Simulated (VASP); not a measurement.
Hf, 1 atom in the cell. Symmetry: Fm-3m, No. 225, cubic system. Conventional cell: a = 4.329 Å, b = 4.329 Å, c = 4.329 Å, α = 90.00°, β = 90.00°, γ = 90.00°. Within 4.0 Å of Hf (site symmetry m-3m) lie 12 Hf at 3.06 Å.  This cell differs from its parent crystal: volume scaled by 0.88.

```yaml
Program: VASP 6.6.1
Task: single point
Functional: revPBE
Potentials_or_basis: VASP PAW PBE potentials, release 64 (Hf_pv)
Cutoff: 520 eV
k_mesh: 14 × 14 × 14
Occupations: fermi-dirac, width 0.1 eV
Spin: no spin polarisation
Dipole_correction: no
Further_INCAR_settings: ALGO = Normal; EDIFF = 1e-06; NBANDS = 11
```

Potentials or basis: VASP PAW PBE potentials, release 64 (Hf_pv).

Run with:

```console
$ cat potpaw_PBE.64/Hf_pv/POTCAR > POTCAR
$ mpirun -np 1 vasp_std > vasp.out
```

Hardware: 1 thread of Intel Xeon 6975P-C, with other jobs on the host.

Question: How long does it take, and how much memory?

Answer: It took 23 s on 1 thread of Intel Xeon 6975P-C, with other jobs on the host, peak memory 0.15 GiB. Counts: scf iterations 11, k points 104.
